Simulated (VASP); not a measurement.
**BaS: single point with PBE**

BaS:

```
Ba S
1.0
     0.00000    3.19375    3.19375
     3.19375    0.00000    3.19375
     3.19375    3.19375    0.00000
Ba S
1 1
Direct
  0.00000 0.00000 0.00000
  0.50313 0.50313 0.49687
```

```yaml
Program: VASP 6.6.1
Task: single point
Functional: PBE
Potentials_or_basis: VASP PAW PBE potentials, release 64 (Ba_sv, S)
Cutoff: 520 eV
k_mesh: 5 × 5 × 5
Occupations: gaussian, width 0.01 eV
Spin: no spin polarisation
Dipole_correction: no
Further_INCAR_settings: ALGO = Normal; EDIFF = 1e-07; NBANDS = 15
```

- Pressure: 1.4 GPa
- Largest force: 0.042 eV/Å
- Band gap on the k mesh: 2.22 eV, indirect (least direct gap 2.38 eV)

Forces on the atoms (eV/Å):
```
Ba   0.000  0.000  0.042
S    0.000  0.000 -0.042
```

Levels at points of the mesh, in eV from the valence-band top:
| k point | band 6 | band 7 | band 8 | band 9 | band 10 | band 11 |
| --- | --- | --- | --- | --- | --- | --- |
| (0.00, 0.00, 0.00) | 0.00 | 0.00 | 0.00 | 3.60 | 3.87 | 3.87 |

It took 30 s on 1 thread of Intel Xeon 8259CL (shared host), peak memory 0.21 GiB.

Caveat: spin-orbit coupling is left out, which moves the levels of the heavy elements. A k mesh can miss the band edges.
